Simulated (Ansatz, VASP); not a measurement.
One calculation of TaN, two programs

```
Ta N
1.0
     5.02945    0.00000    0.00000
    -2.51472    4.35563    0.00000
     0.00000    0.00000    2.90800
Ta N
3 3
Direct
  0.00000 0.00000 0.00000
  0.33333 0.66667 0.50000
  0.66667 0.33333 0.50000
  0.50000 0.00000 0.00000
  0.50000 0.50000 0.00000
  0.00000 0.50000 0.00000
```

Change from the starting cell: equal xx and yy strain of -3 %.

Alike in both runs: task single point; functional PBE; k mesh 5 × 5 × 8; occupations fermi-dirac, width 0.03 eV; no spin polarisation.

|  | VASP | Ansatz |
| --- | --- | --- |
| version | VASP 6.6.1 | Ansatz 0.2.0 |
| potentials or method | VASP PAW PBE potentials, release 64 (Ta_pv, N), cutoff 520 eV | all-electron LAPW, scalar-relativistic |

|  | VASP | Ansatz | Ansatz less VASP |
| --- | --- | --- | --- |
| pressure (GPa) | 32.4 | 31.1 | -1.30 |
| traceless stress, the component that is largest in VASP (GPa) | -3.63 | -4.06 | -0.435 |

Both programs put the cell under a high pressure, so it lies far from rest at this level. Ansatz ran all-electron here, and VASP with PAW potentials.

Neither program's run includes spin-orbit coupling.
